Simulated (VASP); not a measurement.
# PbF2 (Fm-3m) in VASP: a series of runs, part 2 of 2

VASP 6.6.1.

### Step 3. Relaxation of cell and atoms, LDA

This run uses another cell than the first one, of 17.66 Å³/atom, 1.080 times its volume.

INCAR reads:

```
SYSTEM = PbF2
PREC     = Accurate       ! precision mode
ENCUT    = 600            ! plane-wave cutoff, eV
EDIFF    = 1E-7           ! SCF threshold, eV
ISMEAR   = 0              ! smearing method
SIGMA    = 0.02           ! smearing width, eV
LREAL    = .False.        ! projectors in reciprocal space
LASPH    = .True.         ! aspherical terms in the spheres
NELM     = 60             ! most SCF steps
ALGO     = Normal         ! electronic algorithm
ISIF     = 3              ! what is computed and relaxed
LWAVE    = .False.        ! write WAVECAR
LCHARG   = .False.        ! write CHGCAR
IBRION   = 2              ! ionic algorithm
NSW      = 70             ! ionic steps
EDIFFG   = -0.005         ! ionic threshold
```

KPOINTS reads:

```
Automatic mesh
0
Gamma
  8 8 8
  0 0 0
```

POSCAR reads:

```
PbF2
1.0
    0.0000000000      2.9811575327      2.9811575327
    2.9811575327      0.0000000000      2.9811575327
    2.9811575327      2.9811575327      0.0000000000
Pb F
1 2
Direct
    0.0000000000      0.0000000000      0.0000000000
    0.2500000000      0.2500000000      0.2500000000
    0.7500000000      0.7500000000      0.7500000000
```

Potentials or basis: VASP PAW LDA potentials, release 64 (Pb_d, F).

Command:

```sh
cat potpaw_LDA.64/Pb_d/POTCAR potpaw_LDA.64/F/POTCAR > POTCAR
mpirun -np 1 vasp_std > vasp.out
```

OUTCAR:

```text
SYSTEM = PbF2
   PREC = Accurate
   ENCUT = 600
   EDIFF = 1E-7
   ISMEAR = 0
   LREAL = .False.
   LASPH = .True.
   NELM = 60
   ISIF = 3
   IBRION = 2
   NSW = 70
   EDIFFG = -0.005

 ion  position               nearest neighbor table
   1  0.000  0.000  0.000-   3 2.58   3 2.58   3 2.58   2 2.58   3 2.58   2 2.58   2 2.58   2 2.58

   2  0.250  0.250  0.250-   1 2.58   1 2.58   1 2.58   1 2.58
   3  0.750  0.750  0.750-   1 2.58   1 2.58   1 2.58   1 2.58

  LATTYP: Found a face centered cubic cell.
 ALAT       =     5.9623150654

  Lattice vectors:

 A1 = (   0.0000000000,   2.9811575327,   2.9811575327)
 A2 = (   2.9811575327,   0.0000000000,   2.9811575327)
 A3 = (   2.9811575327,   2.9811575327,   0.0000000000)

Analysis of symmetry for initial positions (statically):
=====================================================================
 Subroutine PRICEL returns:
 Original cell was already a primitive cell.

 Routine SETGRP: Setting up the symmetry group for a
 face centered cubic supercell.

 Subroutine GETGRP returns: Found 48 space group operations
 (whereof 48 operations were pure point group operations)
 out of a pool of 48 trial point group operations.

The static configuration has the point symmetry O_h .

Analysis of symmetry for dynamics (positions and initial velocities):
[... 147 lines left out ...]
  energy-cutoff  :      600.00
  volume of cell :       52.99
 maximum number of plane-waves:      1807
 NGX is ok and might be reduce to    36
   NGX = 17   NGY = 17   NGZ = 17

--------------------------------------- Ionic step        1  -------------------------------------------

 number of electron      28.0000003 magnetization

 Free energy of the ion-electron system (eV)
  ---------------------------------------------------
  ext. energy  EPLUGINS =         0.00000000
  ---------------------------------------------------
  free energy    TOTEN  =       -15.89111903 eV

  energy without entropy =      -15.89111903  energy(sigma->0) =      -15.89111903

 E-fermi :   1.4665     XC(G=0):  -9.9771

 val. band max:        1.2867894896   @ k =  -0.2500   0.5000   0.2500
 cond. band min:       5.5110054010   @ k =   0.5000   0.5000   0.0000
 fundamental gap:      4.2242159114
 Fermi energy:         1.4665122231

 k-point     1 :       0.0000    0.0000    0.0000
  band No.  band energies     occupation
      1     -19.2758      2.00000
      2     -18.6375      2.00000
      3     -13.0279      2.00000
      4     -13.0279      2.00000
      5     -13.0279      2.00000
      6     -12.9631      2.00000
[... 568 lines left out ...]
--------------------------------------- Ionic step        3  -------------------------------------------

 number of electron      28.0000002 magnetization

 Free energy of the ion-electron system (eV)
  ---------------------------------------------------
  ext. energy  EPLUGINS =         0.00000000
  ---------------------------------------------------
  free energy    TOTEN  =       -15.96711887 eV

  energy without entropy =      -15.96711887  energy(sigma->0) =      -15.96711887

 E-fermi :   2.4585     XC(G=0): -10.3677

 val. band max:        2.2854964495   @ k =  -0.2500   0.5000   0.2500
 cond. band min:       6.4887728191   @ k =   0.5000   0.5000   0.0000
 fundamental gap:      4.2032763696
 Fermi energy:         2.4584934171

 k-point     1 :       0.0000    0.0000    0.0000
  band No.  band energies     occupation
      1     -18.9511      2.00000
      2     -18.1574      2.00000
      3     -12.1564      2.00000
      4     -12.1564      2.00000
      5     -12.1564      2.00000
      6     -12.0508      2.00000
[... 525 lines left out ...]
  FREE ENERGIE OF THE ION-ELECTRON SYSTEM (eV)
  ---------------------------------------------------
  free  energy   TOTEN  =       -15.9671188736 eV

  energy  without entropy=      -15.9671188736  energy(sigma->0) =      -15.96711887

 reached required accuracy - stopping structural energy minimisation
```

CONTCAR:

```text
PbF2
   1.00000000000000
     0.0000000000000000    2.9048067500076558    2.9048067500076558
     2.9048067500076558    0.0000000000000000    2.9048067500076558
     2.9048067500076558    2.9048067500076558    0.0000000000000000
  Pb              F
     1     2
Direct
     0.0000000000000000    0.0000000000000000    0.0000000000000000
     0.2500000000000000    0.2500000000000000    0.2500000000000000
     0.7500000000000000    0.7500000000000000    0.7500000000000000

  0.00000000E+00  0.00000000E+00  0.00000000E+00
  0.00000000E+00  0.00000000E+00  0.00000000E+00
  0.00000000E+00  0.00000000E+00  0.00000000E+00
```

It took 69 s on 1 thread of Intel Xeon Platinum 8488C (Sapphire Rapids), shared host; peak memory 0.18 GiB.

What came out:

```yaml
Free_energy: -15.9671 eV
Relaxed_volume: 16.34 Å³/atom
Relaxed_cell: a = 4.108 Å, b = 4.108 Å, c = 4.108 Å, α = 60.00°, β = 60.00°, γ = 60.00°
Space_group_after_relaxing_to_0.05_Å: Fm-3m (No. 225)
Energy_gained_by_relaxing: 25.3 meV/atom
Ionic_steps: 3
Pressure_after_relaxing: 0.0 GPa
Band_gap_on_the_k_mesh: 4.20 eV, indirect (least direct gap 4.37 eV)
```

The path:
```csv
step,energy change (eV),largest force (eV/Å),pressure (GPa),volume (Å³)
1,0.0000,0.0000,-5.70,52.99
2,-0.0731,0.0000,1.34,48.32
3,-0.0760,0.0000,0.01,49.02
```

Final structure:
```
CELL_PARAMETERS angstrom
0.00000 2.90481 2.90481
2.90481 0.00000 2.90481
2.90481 2.90481 0.00000
ATOMIC_POSITIONS crystal
Pb 0.00000 0.00000 0.00000
F 0.25000 0.25000 0.25000
F 0.75000 0.75000 0.75000
```

Caveat: spin-orbit coupling is left out, which moves the levels of the heavy elements. Expect the measured gap to be larger: semilocal functionals such as LDA lack the derivative discontinuity.
